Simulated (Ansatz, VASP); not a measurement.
# Two plane-wave programs on TaCo3

The input INCAR:

```
SYSTEM = TaCo3
  PREC = Accurate
  ENCUT = 520
  EDIFF = 1E-6
  ISMEAR = -1
  SIGMA = 0.08
  LREAL = .False.
  LASPH = .True.
  NELM = 60
  ALGO = Normal
  ISIF = 2
  LWAVE = .False.
  LCHARG = .True.
  LELF = .True.
  LVHAR = .True.
  NBANDS = 27
```

Contents of KPOINTS:

```
regular mesh
0
Gamma
  9 9 9
  0 0 0
```

POSCAR

```
TaCo3
1.0
    3.6700000000      0.0000000000      0.0000000000
    0.0000000000      3.6700000000      0.0000000000
    0.0000000000      0.0000000000      3.6700000000
Ta Co
1 3
Direct
    0.0000000000      0.0000000000      0.0000000000
    0.0000000000      0.5000000000      0.5000000000
    0.5000000000      0.0000000000      0.5000000000
    0.5000000000      0.5000000000      0.0000000000
```

Input for Ansatz:

```yaml
crystal:
  lattice:
    - [3.67, 0.0, 0.0]
    - [0.0, 3.67, 0.0]
    - [0.0, 0.0, 3.67]
  atoms:
    - { symbol: Ta, position: [0.0, 0.0, 0.0] }
    - { symbol: Co, position: [0.0, 0.5, 0.5] }
    - { symbol: Co, position: [0.5, 0.0, 0.5] }
    - { symbol: Co, position: [0.5, 0.5, 0.0] }
kpoints:
  mp_grid: { grid: [9, 9, 9] }
scf:
  occupations: { method: fermi_dirac, width: 0.08 }
  lower_state_search: "off"
hamiltonian:
  xc: lda
  pseudopotentials: { kind: paw }
output:
  forces: true
  stress: true
  eigenvalues: true
```

Alike in both runs: task single point; functional LDA; k mesh 9 × 9 × 9; occupations fermi-dirac, width 0.08 eV; no spin polarisation.

|  | VASP | Ansatz |
| --- | --- | --- |
| version | VASP 6.6.1 | Ansatz 0.2.0 |
| potentials or method | VASP PAW LDA potentials, release 64 (Ta_pv, Co) | PAW with Ansatz's default frozen-core files, scalar-relativistic |
| plane-wave cutoff (eV) | 520 | 420 |
| valence electrons in the cell | 38 | 64 |

|  | VASP | Ansatz | Ansatz less VASP |
| --- | --- | --- | --- |
| pressure (GPa) | -22.0 | -22.3 | -0.29 |

LDA's correlation is that of Perdew and Zunger in VASP and of Perdew and Wang (1992) in Ansatz. VASP's potentials hold 38 valence electrons a cell and Ansatz's 64, so a difference there can come from the potentials and not from the codes.

Spin-orbit coupling is off throughout.
